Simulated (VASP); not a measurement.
# CuI (P-3m1) in VASP: single point with PBEsol

Aim: the single point of CuI with PBEsol.

All numbers are computed with VASP 6.6.1; they aren't measurements. Logs are shortened: lines on timing, memory, paths and dates and some standing lists are left out, and cuts for length are marked.

## 1. The cell of the first run

Symmetry: P-3m1, No. 164, trigonal system. Conventional cell: a = 4.129 Å, b = 4.129 Å, c = 7.478 Å, α = 90.00°, β = 90.00°, γ = 120.00°. Within 3.4 Å of Cu (site symmetry 3m) lie 4 I at 2.58 to 2.68 Å and 3 Cu at 2.74 Å. I (site symmetry 3m) has 4 Cu at 2.58 to 2.68 Å within 3.4 Å.

## 2. Single point, PBEsol

Contents of INCAR:

```
SYSTEM = CuI
ALGO     = Normal         ! electronic algorithm
EDIFF    = 1E-6           ! SCF threshold, eV
ENCUT    = 520            ! plane-wave cutoff, eV
GGA      = PS             ! functional
ISIF     = 2              ! what is computed and relaxed
ISMEAR   = 0              ! smearing method
LASPH    = .True.         ! aspherical terms in the spheres
LCHARG   = .False.        ! write CHGCAR
LREAL    = .False.        ! projectors in reciprocal space
LWAVE    = .False.        ! write WAVECAR
NBANDS   = 26             ! bands
NELM     = 100            ! most SCF steps
PREC     = Accurate       ! precision mode
SIGMA    = 0.01           ! smearing width, eV
```

Contents of KPOINTS:

```
k-points
0
Gamma
  6 6 4
  0 0 0
```

Contents of POSCAR:

```
CuI
1.0
    4.1286200000      0.0000000000      0.0000000000
   -2.0643100000      3.5754900000      0.0000000000
    0.0000000000      0.0000000000      7.4781100000
Cu I
2 2
Direct
    0.6666666667      0.3333333333      0.5899500000
    0.3333333333      0.6666666667      0.4100500000
    0.3333333333      0.6666666667      0.7547500000
    0.6666666667      0.3333333333      0.2452500000
```

Potentials or basis: VASP PAW PBE potentials, release 64 (Cu, I).

On the command line:

```bash
$ cat potpaw_PBE.64/Cu/POTCAR potpaw_PBE.64/I/POTCAR > POTCAR
$ mpirun -np 1 vasp_std > vasp.out
```

OUTCAR:

```text
SYSTEM = CuI
   EDIFF = 1E-6
   ENCUT = 520
   GGA = PS
   ISIF = 2
   ISMEAR = 0
   LASPH = .True.
   LREAL = .False.
   NELM = 100
   PREC = Accurate

 ion  position               nearest neighbor table
   1  0.667  0.333  0.590-   4 2.58   3 2.68   3 2.68   3 2.68   2 2.74   2 2.74   2 2.74
   2  0.333  0.667  0.410-   3 2.58   4 2.68   4 2.68   4 2.68   1 2.74   1 2.74   1 2.74
   3  0.333  0.667  0.755-   2 2.58   1 2.68   1 2.68   1 2.68
   4  0.667  0.333  0.245-   1 2.58   2 2.68   2 2.68   2 2.68

  LATTYP: Found a hexagonal cell.
 ALAT       =     4.1286200000
 C/A-ratio  =     1.8112856112

  Lattice vectors:

 A1 = (   4.1286200000,   0.0000000000,   0.0000000000)
 A2 = (  -2.0643100000,   3.5754900000,   0.0000000000)
 A3 = (   0.0000000000,   0.0000000000,   7.4781100000)

Analysis of symmetry for initial positions (statically):
=====================================================================
 Subroutine PRICEL returns:
 Original cell was already a primitive cell.

 Routine SETGRP: Setting up the symmetry group for a
 hexagonal supercell.

 Subroutine GETGRP returns: Found 12 space group operations
 (whereof 12 operations were pure point group operations)
 out of a pool of 24 trial point group operations.

The static configuration has the point symmetry D_3d.

Analysis of symmetry for dynamics (positions and initial velocities):
=====================================================================
 Subroutine PRICEL returns:
 Original cell was already a primitive cell.

 Routine SETGRP: Setting up the symmetry group for a
 hexagonal supercell.

 Subroutine GETGRP returns: Found 12 space group operations
 (whereof 12 operations were pure point group operations)
 out of a pool of 24 trial point group operations.

The dynamic configuration has the point symmetry D_3d.

 Subroutine INISYM returns: Found 12 space group operations
 (whereof 12 operations are pure point group operations),
 and found     1 'primitive' translations

----------------------------------------------------------------------------------------

                                     Primitive cell

  volume of cell :     110.3907
[... 86 lines left out ...]
   ISPIN  =      1    spin polarized calculation?
   LNONCOLLINEAR =      F non collinear calculations
   LSORBIT =      F    spin-orbit coupling
   LASPH  =      T    aspherical Exc in radial PAW
   ENCUT  =  520.0 eV  38.22 Ry    6.18 a.u.   7.68  7.68 13.90*2*pi/ulx,y,z
   NELM   =    100;   NELMIN=  2; NELMDL= -5     # of ELM steps
   EDIFF  = 0.1E-05   stopping-criterion for ELM
   LREAL  =      F    real-space projection
   EDIFFG = 0.1E-04   stopping-criterion for IOM
   NSW    =      0    number of steps for IOM
   IBRION =     -1    ionic relax: 0-MD 1-quasi-New 2-CG
   NFREE  =      0    steps in history (QN), initial steepest desc. (CG)
   ISIF   =      2    stress and relaxation
   ISYM   =      2    0-nonsym 1-usesym 2-fastsym
   POTIM  = 0.5000    time-step for ionic-motion
   TEBEG  =    0.0;   TEEND  =   0.0 temperature during run
   PSTRESS=    0.0 pullay stress
   NELECT =      36.0000    total number of electrons
   NUPDOWN=      -1.0000    fix difference up-down
   EMIN   =  10.00;   EMAX   =-10.00  energy-range for DOS
   EFERMI =   0.00;   METHOD = LEGACY
   ISMEAR =     0;   SIGMA  =   0.01  broadening in eV -4-tet -1-fermi 0-gaus
   EFERMI_NEDOS =   21; number of points for ismear=-14 and -15
   IALGO  =     38    algorithm
   IMIX   =      4    mixing-type and parameters
     AMIX     =   0.40;   BMIX     =  1.00
     AMIX_MAG =   1.60;   BMIX_MAG =  1.00
  volume/ion in A,a.u.               =      27.60       186.24
  Fermi-wavevector in a.u.,A,eV,Ry     =   1.126847  2.129432 17.276457  1.269784
  Thomas-Fermi vector in A             =   2.263530
   LORBIT       =      0    0 simple, 1 ext, 2 COOP (PROOUT), +10 PAW based schemes
   GGA     = PS    functional components
   LHFCALC =     F    Hartree Fock is set to
   AEXX    =    0.0000 exact exchange contribution
   IVDW    =     0    specifies the selected vdW correction
   LEPSILON=     F    determine dielectric tensor
   LRPA    =     F    only Hartree local field effects (RPA)
 non-spin polarized calculation
 Gauss-broadening in eV      SIGMA  =   0.01
  energy-cutoff  :      520.00
  volume of cell :      110.39
 maximum number of plane-waves:      2998
 NGX is ok and might be reduce to    32
   NGX = 15   NGY = 15   NGZ = 27

 number of electron      36.0000025 magnetization

 Free energy of the ion-electron system (eV)
  ---------------------------------------------------
  ext. energy  EPLUGINS =         0.00000000
  ---------------------------------------------------
  free energy    TOTEN  =       -12.67012010 eV

  energy without entropy =      -12.67012010  energy(sigma->0) =      -12.67012010

 E-fermi :   4.1437     XC(G=0):  -9.1168

 val. band max:        4.0580823729   @ k =   0.0000   0.0000   0.0000
 cond. band min:       5.6299795205   @ k =   0.0000   0.0000   0.0000
 fundamental gap:      1.5718971477
 Fermi energy:         4.1437134020

 k-point     1 :       0.0000    0.0000    0.0000
  band No.  band energies     occupation
      1      -9.6860      2.00000
      2      -9.1919      2.00000
      3      -1.5985      2.00000
      4       0.2838      2.00000
      5       0.7197      2.00000
      6       0.7197      2.00000
[... 685 lines left out ...]
     25      12.2660      0.00000
     26      12.3342      0.00000

------------------------ aborting loop because EDIFF is reached ----------------------------------------

  FORCE on cell =-STRESS in cart. coord.  units (eV):
  Direction    XX          YY          ZZ          XY          YZ          ZX
  --------------------------------------------------------------------------------------
  -------------------------------------------------------------------------------------
  Total       -1.1094572     -1.1094573     -1.0276764      0.0000000      0.0000000      0.0000000
  in kB      -16.1023324    -16.1023342    -14.9153913      0.0000000      0.0000000      0.0000000
  external PRESSURE =     -15.7066860 kB  Pullay stress =       0.0000000 kB

 VOLUME and BASIS-vectors are now :
 -----------------------------------------------------------------------------
  energy-cutoff  :      520.00
  volume of cell :      110.39
      direct lattice vectors                 reciprocal lattice vectors
     4.128620000  0.000000000  0.000000000     0.242211683  0.139840973  0.000000000
    -2.064310000  3.575490000  0.000000000     0.000000000  0.279681946  0.000000000
     0.000000000  0.000000000  7.478110000     0.000000000  0.000000000  0.133723628

 POSITION                                       TOTAL-FORCE (eV/Angst)
 -----------------------------------------------------------------------------------
      2.06431      1.19183      4.41171         0.000000      0.000000      0.002699
     -0.00000      2.38366      3.06640        -0.000000     -0.000000     -0.002699
     -0.00000      2.38366      5.64410        -0.000000     -0.000000     -0.213832
      2.06431      1.19183      1.83401         0.000000      0.000000      0.213832
 -----------------------------------------------------------------------------------
    total drift:                               -0.000000      0.000000     -0.000000

  FREE ENERGIE OF THE ION-ELECTRON SYSTEM (eV)
  ---------------------------------------------------
  free  energy   TOTEN  =       -12.6701201019 eV

  energy  without entropy=      -12.6701201019  energy(sigma->0) =      -12.67012010
```

Run time: 86 s. Hardware: 1 thread of AMD EPYC 7R43 (Zen 3), shared host; peak memory 0.22 GiB.

Results:

| Item | Value |
| --- | --- |
| Free energy | -12.6701 eV |
| Pressure | -1.6 GPa |
| Largest force | 0.214 eV/Å |
| Band gap on the k mesh | 1.57 eV, direct |

Forces on the atoms (eV/Å):
```
Cu   0.000  0.000  0.003
Cu   0.000  0.000 -0.003
I    0.000  0.000 -0.214
I    0.000  0.000  0.214
```

Stress tensor (GPa, compression positive):
```
-1.61  0.00  0.00
 0.00 -1.61  0.00
 0.00  0.00 -1.49
```

Caveat: the PAW data sets were made with another functional, which shifts forces and pressure a little; spin-orbit coupling is left out, which moves the levels of the heavy elements; this functional lacks dispersion, which binds the layers, so the pressure and a relaxed spacing across them are unreliable. Expect the measured gap to be larger: semilocal functionals such as PBEsol lack the derivative discontinuity.
